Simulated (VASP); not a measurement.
# InSb (I4mm) in VASP: single point with PBE

Aim: the single point of InSb with PBE.

Program: VASP 6.6.1. These are calculated values, not measurements. Logs are shortened: lines on timing, memory, paths and dates and some standing lists are left out, and cuts for length are marked.

**1. The cell of the first run**

The structure is tetragonal, space group I4mm (No. 107). Conventional cell: a = 4.349 Å, b = 4.349 Å, c = 5.720 Å, α = 90.00°, β = 90.00°, γ = 90.00°. In (site symmetry 4mm) has 6 Sb at 2.62 to 3.10 Å within 3.5 Å. Sb (site symmetry 4mm) has 6 In at 2.62 to 3.10 Å within 3.5 Å.

**2. Single point, PBE (mode 4 frozen in at -0.132 Å, normal strain along x -0.0700)**

Input file INCAR:

```
SYSTEM = InSb
ALGO = Normal
EDIFF = 1E-6
ENCUT = 520
GGA = PE
ISIF = 2
ISMEAR = 0
LASPH = .True.
LCHARG = .False.
LREAL = .False.
LWAVE = .False.
NBANDS = 16
NELM = 100
PREC = Accurate
SIGMA = 0.15
```

Input file KPOINTS:

```
k-points
0
Gamma
  12 12 12
  0 0 0
```

Input file POSCAR:

```
InSb
1.0
    0.0000000000      3.0751837979      3.0751837979
    2.8599209320      0.0000000000      3.0751837979
    2.8599209320      3.0751837979      0.0000000000
In Sb
1 1
Direct
    0.0214621318     -0.0214621318     -0.0214621318
    0.4797615058      0.5202384942      0.5202384942
```

Potentials or basis: VASP PAW PBE potentials, release 64 (In_d, Sb).

Command:

```bash
$ cat potpaw_PBE.64/In_d/POTCAR potpaw_PBE.64/Sb/POTCAR > POTCAR
$ mpirun -np 1 vasp_std > vasp.out
```

OUTCAR:

```text
SYSTEM = InSb
   EDIFF = 1E-6
   ENCUT = 520
   GGA = PE
   ISIF = 2
   ISMEAR = 0
   LASPH = .True.
   LREAL = .False.
   NELM = 100
   PREC = Accurate

 ion  position               nearest neighbor table
   1  0.021  0.979  0.979-   2 2.62   2 3.08   2 3.08   2 3.08   2 3.08   2 3.10
   2  0.480  0.520  0.520-   1 2.62   1 3.08   1 3.08   1 3.08   1 3.08   1 3.10

  LATTYP: Found a body centered tetragonal cell.
 ALAT       =     4.3489666338
 C/A-ratio  =     1.3152186130

  Lattice vectors:

 A1 = (  -2.8599209320,   0.0000000000,  -3.0751837979)
 A2 = (  -2.8599209320,   0.0000000000,   3.0751837979)
 A3 = (   2.8599209320,   3.0751837979,   0.0000000000)

Analysis of symmetry for initial positions (statically):
=====================================================================
 Subroutine PRICEL returns:
 Original cell was already a primitive cell.

 Routine SETGRP: Setting up the symmetry group for a
 body centered tetragonal supercell.

 Subroutine GETGRP returns: Found  8 space group operations
 (whereof  8 operations were pure point group operations)
 out of a pool of 16 trial point group operations.

The static configuration has the point symmetry C_4v.

Analysis of symmetry for dynamics (positions and initial velocities):
=====================================================================
 Subroutine PRICEL returns:
 Original cell was already a primitive cell.

 Routine SETGRP: Setting up the symmetry group for a
 body centered tetragonal supercell.

 Subroutine GETGRP returns: Found  8 space group operations
 (whereof  8 operations were pure point group operations)
 out of a pool of 16 trial point group operations.

The dynamic configuration has the point symmetry C_4v.

 Subroutine INISYM returns: Found  8 space group operations
 (whereof  8 operations are pure point group operations),
 and found     1 'primitive' translations

----------------------------------------------------------------------------------------

                                     Primitive cell

  volume of cell :      54.0911

  direct lattice vectors                    reciprocal lattice vectors
     0.000000000  3.075183798  3.075183798    -0.174830008  0.162591908  0.162591908
     2.859920932  0.000000000  3.075183798     0.174830008 -0.162591908  0.162591908
     2.859920932  3.075183798  0.000000000     0.174830008  0.162591908 -0.162591908

  length of vectors
     4.348966634  4.199512249  4.199512249     0.288856000  0.288856000  0.288856000

  position of ions in fractional coordinates (direct lattice)
     0.021462132  0.978537868  0.978537868
     0.479761506  0.520238494  0.520238494

  ion indices of the primitive-cell ions
   primitive index   ion index
                 1           1
                 2           2

----------------------------------------------------------------------------------------

 KPOINTS: k-points

Automatic generation of k-mesh.
 Grid dimensions read from file:
 generate k-points for:   12   12   12

 Generating k-lattice:

  Cartesian coordinates                     Fractional coordinates (reciprocal lattice)
    -0.014569167  0.013549326  0.013549326     0.083333333 -0.000000000 -0.000000000
     0.014569167 -0.013549326  0.013549326     0.000000000  0.083333333  0.000000000
     0.014569167  0.013549326 -0.013549326     0.000000000  0.000000000  0.083333333

  Length of vectors
     0.024071333  0.024071333  0.024071333

  Shift w.r.t. Gamma in fractional coordinates (k-lattice)
     0.000000000  0.000000000  0.000000000

 Subroutine IBZKPT returns following result:
 ===========================================

 Found    163 irreducible k-points:

 Following reciprocal coordinates:
            Coordinates               Weight
  0.000000  0.000000  0.000000      1.000000
  0.083333  0.000000  0.000000      8.000000
  0.166667  0.000000  0.000000      8.000000
  0.250000  0.000000  0.000000      8.000000
  0.333333  0.000000  0.000000      8.000000
  0.416667 -0.000000 -0.000000      8.000000
[... 16 lines left out ...]
  0.500000  0.166667  0.000000     16.000000
 -0.416667  0.166667  0.000000     16.000000
 [... further k-points ...]
   k-points           NKPTS =    163   k-points in BZ     NKDIM =    163   number of bands    NBANDS=     16
   number of dos      NEDOS =    301   number of ions     NIONS =      2
   total plane-waves  NPLWV =  32768
   dimension x,y,z NGX =    32 NGY =   32 NGZ =   32
   dimension x,y,z NGXF=    64 NGYF=   64 NGZF=   64
   ions per type =               1   1
   NGX,Y,Z   is equivalent  to a cutoff of  12.23, 12.67, 12.67 a.u.
   NGXF,Y,Z  is equivalent  to a cutoff of  24.46, 25.34, 25.34 a.u.
 SYSTEM =  InSb
   PREC   = accura    normal or accurate (medium, high low for compatibility)
   ISTART =      0    job   : 0-new  1-cont  2-samecut
   ICHARG =      2    charge: 1-file 2-atom 10-const
   ISPIN  =      1    spin polarized calculation?
   LNONCOLLINEAR =      F non collinear calculations
   LSORBIT =      F    spin-orbit coupling
   LASPH  =      T    aspherical Exc in radial PAW
   ENCUT  =  520.0 eV  38.22 Ry    6.18 a.u.   8.09  7.81  7.81*2*pi/ulx,y,z
   NELM   =    100;   NELMIN=  2; NELMDL= -5     # of ELM steps
   EDIFF  = 0.1E-05   stopping-criterion for ELM
   LREAL  =      F    real-space projection
   EDIFFG = 0.1E-04   stopping-criterion for IOM
   NSW    =      0    number of steps for IOM
   IBRION =     -1    ionic relax: 0-MD 1-quasi-New 2-CG
   NFREE  =      0    steps in history (QN), initial steepest desc. (CG)
   ISIF   =      2    stress and relaxation
   ISYM   =      2    0-nonsym 1-usesym 2-fastsym
   POTIM  = 0.5000    time-step for ionic-motion
   TEBEG  =    0.0;   TEEND  =   0.0 temperature during run
   PSTRESS=    0.0 pullay stress
   NELECT =      18.0000    total number of electrons
   NUPDOWN=      -1.0000    fix difference up-down
   EMIN   =  10.00;   EMAX   =-10.00  energy-range for DOS
   EFERMI =   0.00;   METHOD = LEGACY
   ISMEAR =     0;   SIGMA  =   0.15  broadening in eV -4-tet -1-fermi 0-gaus
   EFERMI_NEDOS =   21; number of points for ismear=-14 and -15
   IALGO  =     38    algorithm
   IMIX   =      4    mixing-type and parameters
     AMIX     =   0.40;   BMIX     =  1.00
     AMIX_MAG =   1.60;   BMIX_MAG =  1.00
  volume/ion in A,a.u.               =      27.05       182.51
  Fermi-wavevector in a.u.,A,eV,Ry     =   1.134463  2.143824 17.510779  1.287006
  Thomas-Fermi vector in A             =   2.271167
   LORBIT       =      0    0 simple, 1 ext, 2 COOP (PROOUT), +10 PAW based schemes
   GGA     = PE    functional components
   LHFCALC =     F    Hartree Fock is set to
   AEXX    =    0.0000 exact exchange contribution
   IVDW    =     0    specifies the selected vdW correction
   LEPSILON=     F    determine dielectric tensor
   LRPA    =     F    only Hartree local field effects (RPA)
 non-spin polarized calculation
 Gauss-broadening in eV      SIGMA  =   0.15
  energy-cutoff  :      520.00
  volume of cell :       54.09
 maximum number of plane-waves:      1484
   NGX = 17   NGY = 15   NGZ = 15

 number of electron      18.0000003 magnetization

 Free energy of the ion-electron system (eV)
  ---------------------------------------------------
  ext. energy  EPLUGINS =         0.00000000
  ---------------------------------------------------
  free energy    TOTEN  =        -6.33323835 eV

  energy without entropy =       -6.31775852  energy(sigma->0) =       -6.32549843

 E-fermi :   7.4180     XC(G=0): -10.0132

 val. band max:        7.4165511617   @ k =   0.2500   0.0833   0.0000
 cond. band min:       7.4211105257   @ k =  -0.2500   0.2500   0.0000
 fundamental gap:      0.0045593639
 Fermi energy:         7.4179575732

 k-point     1 :       0.0000    0.0000    0.0000
  band No.  band energies     occupation
      1      -7.2427      2.00000
      2      -7.1469      2.00000
      3      -7.1469      2.00000
      4      -7.1281      2.00000
      5      -7.0900      2.00000
      6      -3.9992      2.00000
[... 8 lines left out ...]
     15      13.9733      0.00000
     16      14.8327      0.00000

 k-point     2 :       0.0833    0.0000    0.0000
  band No.  band energies     occupation
      1      -7.2458      2.00000
      2      -7.1459      2.00000
      3      -7.1456      2.00000
      4      -7.1286      2.00000
      5      -7.0894      2.00000
      6      -3.9203      2.00000
[... 8 lines left out ...]
     15      14.0466      0.00000
     16      14.9120      0.00000

 k-point     3 :       0.1667    0.0000    0.0000
  band No.  band energies     occupation
      1      -7.2544      2.00000
      2      -7.1463      2.00000
      3      -7.1434      2.00000
      4      -7.1255      2.00000
      5      -7.0876      2.00000
      6      -3.6862      2.00000
[... 8 lines left out ...]
     15      14.3482      0.00000
     16      14.4965      0.00000

 k-point     4 :       0.2500    0.0000    0.0000
  band No.  band energies     occupation
      1      -7.2664      2.00000
      2      -7.1529      2.00000
      3      -7.1407      2.00000
      4      -7.1156      2.00000
      5      -7.0844      2.00000
      6      -3.3074      2.00000
[... 8 lines left out ...]
     15      15.0718      0.00000
     16      15.1132      0.00000

 k-point     5 :       0.3333    0.0000    0.0000
  band No.  band energies     occupation
      1      -7.2786      2.00000
      2      -7.1611      2.00000
      3      -7.1392      2.00000
      4      -7.1040      2.00000
      5      -7.0804      2.00000
      6      -2.8148      2.00000
[... 8 lines left out ...]
     15      15.9881      0.00000
     16      16.1486      0.00000

 k-point     6 :       0.4167   -0.0000   -0.0000
  band No.  band energies     occupation
      1      -7.2877      2.00000
      2      -7.1673      2.00000
      3      -7.1387      2.00000
      4      -7.0953      2.00000
      5      -7.0770      2.00000
      6      -2.3023      2.00000
[... 8 lines left out ...]
     15      17.1393      0.00000
     16      17.3732      0.00000

 k-point     7 :       0.5000    0.0000    0.0000
  band No.  band energies     occupation
      1      -7.2910      2.00000
      2      -7.1697      2.00000
      3      -7.1387      2.00000
      4      -7.0921      2.00000
      5      -7.0756      2.00000
      6      -2.0419      2.00000
[... 8 lines left out ...]
     15      17.7555      0.00000
     16      18.4030      0.00000

 k-point     8 :       0.0833    0.0833    0.0000
  band No.  band energies     occupation
      1      -7.2468      2.00000
      2      -7.1485      2.00000
      3      -7.1430      2.00000
      4      -7.1307      2.00000
      5      -7.0878      2.00000
      6      -3.8970      2.00000
[... 8 lines left out ...]
     15      14.5069      0.00000
     16      15.5897      0.00000

 k-point     9 :       0.1667    0.0833    0.0000
  band No.  band energies     occupation
      1      -7.2539      2.00000
      2      -7.1487      2.00000
      3      -7.1417      2.00000
      4      -7.1299      2.00000
      5      -7.0853      2.00000
      6      -3.7172      2.00000
[... 8 lines left out ...]
     15      14.8325      0.00000
     16      15.2668      0.00000
[... 172 lines left out ...]
 k-point    19 :       0.1667    0.1667    0.0000
  band No.  band energies     occupation
      1      -7.2612      2.00000
      2      -7.1527      2.00000
      3      -7.1388      2.00000
      4      -7.1297      2.00000
      5      -7.0817      2.00000
      6      -3.5908      2.00000
[... 8 lines left out ...]
     15      15.6388      0.00000
     16      16.0768      0.00000

 k-point    20 :       0.2500    0.1667    0.0000
  band No.  band energies     occupation
      1      -7.2733      2.00000
      2      -7.1538      2.00000
      3      -7.1437      2.00000
      4      -7.1207      2.00000
      5      -7.0778      2.00000
      6      -3.3144      2.00000
[... 8 lines left out ...]
     15      16.0793      0.00000
     16      16.1601      0.00000

 k-point    21 :       0.3333    0.1667    0.0000
  band No.  band energies     occupation
      1      -7.2856      2.00000
      2      -7.1561      2.00000
      3      -7.1469      2.00000
      4      -7.1113      2.00000
      5      -7.0743      2.00000
      6      -2.9059      2.00000
[... 8 lines left out ...]
     15      16.6305      0.00000
     16      16.8664      0.00000

 k-point    22 :       0.4167    0.1667    0.0000
  band No.  band energies     occupation
      1      -7.2949      2.00000
      2      -7.1634      2.00000
      3      -7.1425      2.00000
      4      -7.1051      2.00000
      5      -7.0718      2.00000
      6      -2.4103      2.00000
[... 8 lines left out ...]
     15      17.6416      0.00000
     16      17.8584      0.00000

 k-point    23 :       0.5000    0.1667    0.0000
  band No.  band energies     occupation
      1      -7.2993      2.00000
      2      -7.1692      2.00000
      3      -7.1366      2.00000
      4      -7.1025      2.00000
      5      -7.0713      2.00000
      6      -1.9545      2.00000
[... 8 lines left out ...]
     15      17.5701      0.00000
     16      18.4837      0.00000

 k-point    24 :      -0.4167    0.1667    0.0000
  band No.  band energies     occupation
      1      -7.2985      2.00000
      2      -7.1705      2.00000
      3      -7.1323      2.00000
      4      -7.1028      2.00000
      5      -7.0733      2.00000
      6      -1.8356      2.00000
[... 8 lines left out ...]
     15      16.6664      0.00000
     16      17.4402      0.00000

 [... further k-points ...]
[... 5 lines left out ...]
  --------------------------------------------------------------------------------------
  -------------------------------------------------------------------------------------
  Total        5.9994058      0.4191231      0.4191231      0.0000000      0.0000000      0.0000000
  in kB      177.7021340     12.4144080     12.4144080      0.0000000      0.0000000      0.0000000
  external PRESSURE =      67.5103167 kB  Pullay stress =       0.0000000 kB

 VOLUME and BASIS-vectors are now :
 -----------------------------------------------------------------------------
  energy-cutoff  :      520.00
  volume of cell :       54.09
      direct lattice vectors                 reciprocal lattice vectors
     0.000000000  3.075183798  3.075183798    -0.174830008  0.162591908  0.162591908
     2.859920932  0.000000000  3.075183798     0.174830008 -0.162591908  0.162591908
     2.859920932  3.075183798  0.000000000     0.174830008  0.162591908 -0.162591908

 POSITION                                       TOTAL-FORCE (eV/Angst)
 -----------------------------------------------------------------------------------
      5.59708      3.07518      3.07518         1.915395      0.000000      0.000000
      2.97568      3.07518      3.07518        -1.915395      0.000000      0.000000
 -----------------------------------------------------------------------------------
    total drift:                               -0.000796      0.000000      0.000000

  FREE ENERGIE OF THE ION-ELECTRON SYSTEM (eV)
  ---------------------------------------------------
  free  energy   TOTEN  =        -6.3332383488 eV

  energy  without entropy=       -6.3177585187  energy(sigma->0) =       -6.32549843
```

Wall time 52 s (1 thread of Intel Xeon Platinum 8488C (Sapphire Rapids), shared host); peak memory 0.28 GiB.

Results:

- Free energy: -6.3332 eV
- Pressure: 6.8 GPa
- Largest force: 1.915 eV/Å
- Band gap on the k mesh: zero (band 9 reaches 7.98 eV, above the bottom of band 10 at 4.89 eV)

Forces on the atoms (eV/Å):
```
In   1.915  0.000  0.000
Sb  -1.915  0.000  0.000
```

Caveat: the cell differs from its parent crystal (mode 4 frozen in at -0.132 Å, normal strain along x -0.0700); spin-orbit coupling is left out, which moves the levels of the heavy elements; forces of over 1 eV/Å act on the atoms, so gaps and moduli don't describe the material at rest.
